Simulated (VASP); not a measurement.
# Si (a cell with a defect) in VASP: single point with LDA

Aim: the single point of Si (a cell with a defect) with LDA.

All numbers are computed with VASP 6.6.1; they aren't measurements. Logs are shortened: lines on timing, memory, paths and dates and some standing lists are left out, and cuts for length are marked.

## Step 1: The cell of the first run

The cell holds a defect, 17 atoms: a = 7.679 Å, b = 7.679 Å, c = 7.679 Å, α = 60.00°, β = 60.00°, γ = 60.00°.

## Step 2: Single point, LDA

INCAR

```
PREC = Accurate ; ENCUT = 520
EDIFF = 1E-6 ; ISMEAR = 0
SIGMA = 0.02 ; LREAL = Auto
LASPH = T ; NELM = 80
ALGO = Normal ; ISIF = 2
LWAVE = F ; LCHARG = F
GGA = CA ; NBANDS = 48
```

KPOINTS

```
Automatic mesh
0
Gamma
  2 2 2
```

POSCAR

```
Si
1.0
    0.0000000000      5.4300000000      5.4300000000
    5.4300000000      0.0000000000      5.4300000000
    5.4300000000      5.4300000000      0.0000000000
Si
17
Direct
    0.0126411602     -0.0398426335      0.0133577348
    0.1155216390      0.1223802026      0.1158039595
   -0.0212138122      0.0024677716      0.5091462247
    0.1155174954      0.1223655617      0.6458154696
   -0.0014509208      0.4936240331     -0.0008199816
    0.1374930939      0.5859684162      0.1380133517
   -0.0014356354      0.4936076427      0.5081345304
    0.1162546041      0.6311783610      0.6260275322
    0.5085998158      0.0025239411     -0.0207992634
    0.6450491713      0.1223022099      0.1160740331
    0.5085547882      0.0025360037      0.5091768877
    0.6112283610      0.1648637201      0.6116917127
    0.5076647330      0.4936013812     -0.0008813076
    0.6253950276      0.6312515654      0.1169163904
    0.4863818600      0.5390645488      0.4870284530
    0.6254060773      0.6312517495      0.6259372007
    0.3118959484      1.0621390424      0.3127064457
```

Potentials or basis: VASP PAW LDA potentials, release 64 (Si).

Command:

```
> cat potpaw_LDA.64/Si/POTCAR > POTCAR
> mpirun -np 1 vasp_std > vasp.out
```

OUTCAR:

```text
PREC = Accurate
   ENCUT = 520
   EDIFF = 1E-6
   ISMEAR = 0
   LREAL = Auto
   LASPH = T
   NELM = 80
   ISIF = 2
   GGA = CA

 ion  position               nearest neighbor table
   1  0.013  0.960  0.013-   4 2.32   2 2.32  10 2.32   6 2.35
   2  0.116  0.122  0.116-   1 2.32   5 2.33  17 2.38   9 2.47   3 2.47
   3  0.979  0.002  0.509-  12 2.32   8 2.33  17 2.38   4 2.47   2 2.47
   4  0.116  0.122  0.646-   1 2.32   7 2.33  17 2.38  11 2.47   3 2.47
   5  0.999  0.494  0.999-   2 2.33   6 2.33   8 2.34  14 2.34
   6  0.137  0.586  0.138-   7 2.33   5 2.33  13 2.33   1 2.35
   7  0.999  0.494  0.508-   4 2.33   6 2.33   8 2.34  16 2.34
   8  0.116  0.631  0.626-   3 2.33  15 2.33   5 2.34   7 2.34
   9  0.509  0.003  0.979-  12 2.32  14 2.33  17 2.38   2 2.47  10 2.47
  10  0.645  0.122  0.116-   1 2.32  13 2.33  17 2.38   9 2.47  11 2.47
  11  0.509  0.003  0.509-  12 2.32  16 2.33  17 2.38   4 2.47  10 2.47
  12  0.611  0.165  0.612-   9 2.32  11 2.32   3 2.32  15 2.35
  13  0.508  0.494  0.999-  10 2.33   6 2.33  14 2.34  16 2.34
  14  0.625  0.631  0.117-   9 2.33  15 2.33   5 2.34  13 2.34
  15  0.486  0.539  0.487-  14 2.33  16 2.33   8 2.33  12 2.35
  16  0.625  0.631  0.626-  11 2.33  15 2.33   7 2.34  13 2.34
  17  0.312  0.062  0.313-   3 2.38   2 2.38   4 2.38  10 2.38   9 2.38  11 2.38

  LATTYP: Found a face centered cubic cell.
 ALAT       =    10.8600000000

  Lattice vectors:

 A1 = (   0.0000000000,   5.4300000000,   5.4300000000)
 A2 = (   5.4300000000,   0.0000000000,   5.4300000000)
 A3 = (   5.4300000000,   5.4300000000,   0.0000000000)

Analysis of symmetry for initial positions (statically):
=====================================================================
 Subroutine PRICEL returns:
 Original cell was already a primitive cell.

 Routine SETGRP: Setting up the symmetry group for a
 face centered cubic supercell.

 Subroutine GETGRP returns: Found  1 space group operations
 (whereof  1 operations were pure point group operations)
 out of a pool of 48 trial point group operations.

The static configuration has the point symmetry C_1 .

Analysis of symmetry for dynamics (positions and initial velocities):
=====================================================================
 Subroutine PRICEL returns:
 Original cell was already a primitive cell.

 Routine SETGRP: Setting up the symmetry group for a
 face centered cubic supercell.

 Subroutine GETGRP returns: Found  1 space group operations
 (whereof  1 operations were pure point group operations)
 out of a pool of 48 trial point group operations.

The dynamic configuration has the point symmetry C_1 .

 Subroutine INISYM returns: Found  1 space group operations
 (whereof  1 operations are pure point group operations),
 and found     1 'primitive' translations

----------------------------------------------------------------------------------------

                                     Primitive cell

  volume of cell :     320.2060

  direct lattice vectors                    reciprocal lattice vectors
     0.000000000  5.430000000  5.430000000    -0.092081031  0.092081031  0.092081031
     5.430000000  0.000000000  5.430000000     0.092081031 -0.092081031  0.092081031
     5.430000000  5.430000000  0.000000000     0.092081031  0.092081031 -0.092081031

  length of vectors
     7.679179644  7.679179644  7.679179644     0.159489025  0.159489025  0.159489025

  position of ions in fractional coordinates (direct lattice)
     0.012641160  0.960157366  0.013357735
     0.115521639  0.122380203  0.115803959
     0.978786188  0.002467772  0.509146225
     0.115517495  0.122365562  0.645815470
     0.998549079  0.493624033  0.999180018
     0.137493094  0.585968416  0.138013352
[... 9 lines left out ...]
     0.625406077  0.631251750  0.625937201
     0.311895948  0.062139042  0.312706446

  ion indices of the primitive-cell ions
   primitive index   ion index
                 1           1
                 2           2
                 3           3
                 4           4
                 5           5
                 6           6
[... 9 lines left out ...]
                16          16
                17          17

----------------------------------------------------------------------------------------

 KPOINTS: Automatic mesh

Automatic generation of k-mesh.
 Grid dimensions read from file:
 generate k-points for:    2    2    2

 Generating k-lattice:

  Cartesian coordinates                     Fractional coordinates (reciprocal lattice)
    -0.046040516  0.046040516  0.046040516     0.500000000  0.000000000  0.000000000
     0.046040516 -0.046040516  0.046040516     0.000000000  0.500000000  0.000000000
     0.046040516  0.046040516 -0.046040516     0.000000000  0.000000000  0.500000000

  Length of vectors
     0.079744512  0.079744512  0.079744512

  Shift w.r.t. Gamma in fractional coordinates (k-lattice)
     0.000000000  0.000000000  0.000000000

 Subroutine IBZKPT returns following result:
 ===========================================

 Found      8 irreducible k-points:

 Following reciprocal coordinates:
            Coordinates               Weight
  0.000000  0.000000  0.000000      1.000000
  0.500000  0.000000  0.000000      1.000000
  0.000000  0.500000  0.000000      1.000000
  0.000000  0.000000  0.500000      1.000000
  0.500000  0.500000  0.500000      1.000000
  0.500000  0.500000  0.000000      1.000000
  0.000000  0.500000  0.500000      1.000000
  0.500000  0.000000  0.500000      1.000000
   k-points           NKPTS =      8   k-points in BZ     NKDIM =      8   number of bands    NBANDS=     48
   number of dos      NEDOS =    301   number of ions     NIONS =     17
   total plane-waves  NPLWV = 216000
   dimension x,y,z NGX =    60 NGY =   60 NGZ =   60
   dimension x,y,z NGXF=   120 NGYF=  120 NGZF=  120
   ions per type =              17
   NGX,Y,Z   is equivalent  to a cutoff of  12.99, 12.99, 12.99 a.u.
   NGXF,Y,Z  is equivalent  to a cutoff of  25.98, 25.98, 25.98 a.u.
 SYSTEM =  unknown system
   PREC   = accura    normal or accurate (medium, high low for compatibility)
   ISTART =      0    job   : 0-new  1-cont  2-samecut
   ICHARG =      2    charge: 1-file 2-atom 10-const
   ISPIN  =      1    spin polarized calculation?
   LNONCOLLINEAR =      F non collinear calculations
   LSORBIT =      F    spin-orbit coupling
   LASPH  =      T    aspherical Exc in radial PAW
   ENCUT  =  520.0 eV  38.22 Ry    6.18 a.u.  14.28 14.28 14.28*2*pi/ulx,y,z
   NELM   =     80;   NELMIN=  2; NELMDL= -5     # of ELM steps
   EDIFF  = 0.1E-05   stopping-criterion for ELM
   LREAL  =      T    real-space projection
   EDIFFG = 0.1E-04   stopping-criterion for IOM
   NSW    =      0    number of steps for IOM
   IBRION =     -1    ionic relax: 0-MD 1-quasi-New 2-CG
   NFREE  =      0    steps in history (QN), initial steepest desc. (CG)
   ISIF   =      2    stress and relaxation
   ISYM   =      2    0-nonsym 1-usesym 2-fastsym
   POTIM  = 0.5000    time-step for ionic-motion
   TEBEG  =    0.0;   TEEND  =   0.0 temperature during run
   PSTRESS=    0.0 pullay stress
   NELECT =      68.0000    total number of electrons
   NUPDOWN=      -1.0000    fix difference up-down
   EMIN   =  10.00;   EMAX   =-10.00  energy-range for DOS
   EFERMI =   0.00;   METHOD = LEGACY
   ISMEAR =     0;   SIGMA  =   0.02  broadening in eV -4-tet -1-fermi 0-gaus
   EFERMI_NEDOS =   21; number of points for ismear=-14 and -15
   IALGO  =     38    algorithm
   IMIX   =      4    mixing-type and parameters
     AMIX     =   0.40;   BMIX     =  1.00
     AMIX_MAG =   1.60;   BMIX_MAG =  1.00
  volume/ion in A,a.u.               =      18.84       127.11
  Fermi-wavevector in a.u.,A,eV,Ry     =   0.976715  1.845724 12.979587  0.953973
  Thomas-Fermi vector in A             =   2.107356
   LORBIT       =      0    0 simple, 1 ext, 2 COOP (PROOUT), +10 PAW based schemes
   GGA     = CA    functional components
   LHFCALC =     F    Hartree Fock is set to
   AEXX    =    0.0000 exact exchange contribution
   IVDW    =     0    specifies the selected vdW correction
   LEPSILON=     F    determine dielectric tensor
   LRPA    =     F    only Hartree local field effects (RPA)
 non-spin polarized calculation
 Gauss-broadening in eV      SIGMA  =   0.02
  energy-cutoff  :      520.00
  volume of cell :      320.21
 maximum number of plane-waves:      8646
 NGX is ok and might be reduce to    60
   NGX = 29   NGY = 29   NGZ = 29

 number of electron      68.0000000 magnetization

 Free energy of the ion-electron system (eV)
  ---------------------------------------------------
  ext. energy  EPLUGINS =         0.00000000
  ---------------------------------------------------
  free energy    TOTEN  =       -97.23416949 eV

  energy without entropy =      -97.23135889  energy(sigma->0) =      -97.23276419

 E-fermi :   6.6465     XC(G=0):  -9.8575

 val. band max:        6.6453060659   @ k =   0.0000   0.0000   0.0000
 cond. band min:       6.6477304497   @ k =   0.0000   0.0000   0.0000
 fundamental gap:      0.0024243838
 Fermi energy:         6.6465182578

 k-point     1 :       0.0000    0.0000    0.0000
  band No.  band energies     occupation
      1      -6.2948      2.00000
      2      -3.9984      2.00000
      3      -3.6998      2.00000
      4      -3.6986      2.00000
      5      -3.4562      2.00000
      6      -2.6011      2.00000
[... 38 lines left out ...]
     45       8.7120      0.00000
     46       8.7413      0.00000

 k-point     2 :       0.5000    0.0000    0.0000
  band No.  band energies     occupation
      1      -5.8364      2.00000
      2      -5.0546      2.00000
      3      -3.7279      2.00000
      4      -3.5148      2.00000
      5      -3.2278      2.00000
      6      -3.0834      2.00000
[... 286 lines left out ...]
 k-point     8 :       0.5000    0.0000    0.5000
  band No.  band energies     occupation
      1      -5.7129      2.00000
      2      -4.7724      2.00000
      3      -4.1076      2.00000
      4      -3.9462      2.00000
      5      -3.8493      2.00000
      6      -3.6991      2.00000
[... 38 lines left out ...]
     45      10.2689      0.00000
     46      10.3907      0.00000
 [bands above 46 left out]

------------------------ aborting loop because EDIFF is reached ----------------------------------------

  FORCE on cell =-STRESS in cart. coord.  units (eV):
  Direction    XX          YY          ZZ          XY          YZ          ZX
  --------------------------------------------------------------------------------------
  -------------------------------------------------------------------------------------
  Total        3.3131885      3.3121954      3.2882910      0.9023547      0.8688254     -0.8759363
  in kB       16.5778134     16.5728444     16.4532365      4.5150064      4.3472397     -4.3828200
  external PRESSURE =      16.5346315 kB  Pullay stress =       0.0000000 kB

 VOLUME and BASIS-vectors are now :
 -----------------------------------------------------------------------------
  energy-cutoff  :      520.00
  volume of cell :      320.21
      direct lattice vectors                 reciprocal lattice vectors
     0.000000000  5.430000000  5.430000000    -0.092081031  0.092081031  0.092081031
     5.430000000  0.000000000  5.430000000     0.092081031 -0.092081031  0.092081031
     5.430000000  5.430000000  0.000000000     0.092081031  0.092081031 -0.092081031

 POSITION                                       TOTAL-FORCE (eV/Angst)
 -----------------------------------------------------------------------------------
      5.28619      0.14117      5.28230        -0.008702      0.008455     -0.008548
      1.29334      1.25610      1.29181        -0.029845     -0.042121     -0.028186
      2.77806      8.07947      5.32821         0.028841     -0.028785     -0.042285
      4.17122      4.13404      1.29171         0.041861      0.029410     -0.027865
      8.10593     10.84767      8.10250         0.027995     -0.048368      0.027942
      3.93122      1.49600      3.92840        -0.052310      0.052468     -0.049965
[... 9 lines left out ...]
      6.82654      6.79479      6.82365        -0.027495      0.047289     -0.027928
      2.03541      3.39159      2.03101        -0.001741      0.002984      0.003932
 -----------------------------------------------------------------------------------
    total drift:                                0.002600     -0.003256      0.004235

  FREE ENERGIE OF THE ION-ELECTRON SYSTEM (eV)
  ---------------------------------------------------
  free  energy   TOTEN  =       -97.2341694947 eV

  energy  without entropy=      -97.2313588906  energy(sigma->0) =      -97.23276419
```

It took 3.3 min on 1 thread of Intel Xeon Platinum 8375C at 2.90GHz (Ice Lake), shared host; peak memory 0.37 GiB.

Results:

| Property | Result |
| --- | --- |
| Free energy | -97.2342 eV |
| Pressure | 1.7 GPa |
| Largest force | 0.090 eV/Å |
| Band gap on the k mesh | zero (band 34 reaches 6.73 eV, above the bottom of band 35 at 6.65 eV) |

Forces on the atoms (eV/Å):
```
Si  -0.009  0.008 -0.009
Si  -0.030 -0.042 -0.028
Si   0.029 -0.029 -0.042
Si   0.042  0.029 -0.028
Si   0.028 -0.048  0.028
Si  -0.052  0.052 -0.050
Si   0.050 -0.027  0.028
Si  -0.027  0.026 -0.046
Si  -0.042 -0.029  0.026
Si  -0.027  0.026  0.040
Si   0.029  0.041  0.026
Si   0.007 -0.007  0.009
Si   0.028 -0.027  0.048
Si  -0.048  0.027 -0.028
Si   0.052 -0.052  0.051
Si  -0.027  0.047 -0.028
Si  -0.002  0.003  0.004
```

Caveat: the k points lie up to 0.50 Å⁻¹ apart.
